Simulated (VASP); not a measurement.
Crystal: TaN.

```
Ta N
1.0
     0.00000    2.17900    2.17900
     2.17900    0.00000    2.17900
     2.17900    2.17900    0.00000
Ta N
1 1
Direct
  0.50000 0.50000 0.50000
  0.00000 0.00000 0.00000
```

- Program: VASP 6.6.1
- Task: relaxation of cell and atoms
- Functional: PBE
- Potentials or basis: VASP PAW PBE potentials, release 64 (Ta_pv, N)
- Cutoff: 600 eV
- k mesh: 8 × 8 × 8
- Occupations: gaussian, width 0.1 eV
- Spin: no spin polarisation

At the start: pressure 15.6 GPa; volume 10.35 Å³/atom.

How do energy, volume and symmetry change on relaxing?

Over 3 steps the energy falls by 21.3 meV/atom and the volume is 10.82 Å³/atom (+4.6 %); space group Fm-3m (No. 225, to 0.05 Å).

The path:
```tsv
step	energy change (eV)	largest force (eV/Å)	pressure (GPa)	volume (Å³)
1	0.0000	0.0000	15.63	20.69
2	0.1606	0.0000	-26.25	23.86
3	-0.0426	0.0000	-0.50	21.64
```

Final structure:
```
Ta N
1.0
     0.00000    2.21162    2.21162
     2.21162    0.00000    2.21162
     2.21162    2.21162    0.00000
Ta N
1 1
Direct
  0.50000 0.50000 0.50000
  0.00000 0.00000 0.00000
```
